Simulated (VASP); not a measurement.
## Zn: single point with LDA

Crystal: Zn.

```
CELL_PARAMETERS angstrom
4.17097 0.00000 0.00000
-2.08548 3.61216 0.00000
0.00000 0.00000 2.54060
ATOMIC_POSITIONS crystal
Zn 0.00000 0.00000 0.00000
Zn 0.33333 0.66667 0.50000
Zn 0.66667 0.33333 0.50000
```

This cell differs from its parent crystal: volume scaled by 0.92.

```json
{"Program": "VASP 6.6.1", "Task": "single point", "Functional": "LDA", "Potentials or basis": "VASP PAW LDA potentials, release 64 (Zn)", "Cutoff": "520 eV", "k mesh": "10 × 10 × 14", "Occupations": "fermi-dirac, width 0.1 eV", "Spin": "no spin polarisation"}
```

```
Pressure               : 10.4 GPa
Band gap on the k mesh : zero (band 18 reaches 9.00 eV, above the bottom of band 19 at 3.43 eV)
```

Stress tensor (GPa, compression positive):
```
10.08  0.00  0.00
 0.00 10.08  0.00
 0.00  0.00 11.09
```

Levels at points of the mesh, in eV from the Fermi level:
```
           k point  band 14  band 15  band 16  band 17  band 18  band 19  band 20  band 21  band 22  band 23
(0.00, 0.00, 0.00)    -8.14    -7.61    -7.61     0.49     0.49     0.52     0.52     1.39     1.56    10.44
(0.50, 0.00, 0.00)    -7.74    -7.60    -7.56    -7.33    -3.66    -0.85     9.49     9.55     9.59     9.60
(0.00, 0.00, 0.50)    -7.68    -7.41    -5.10    -4.83     4.46     4.48     4.48     5.51     5.90     5.90
(0.50, 0.00, 0.50)    -7.62    -7.49    -3.43    -2.83    -1.46    -1.12     2.59     3.34     4.21     4.70
```

Wall time 2.3 min on 1 thread of AMD EPYC 7R13, on a shared host, peak memory 0.17 GiB.
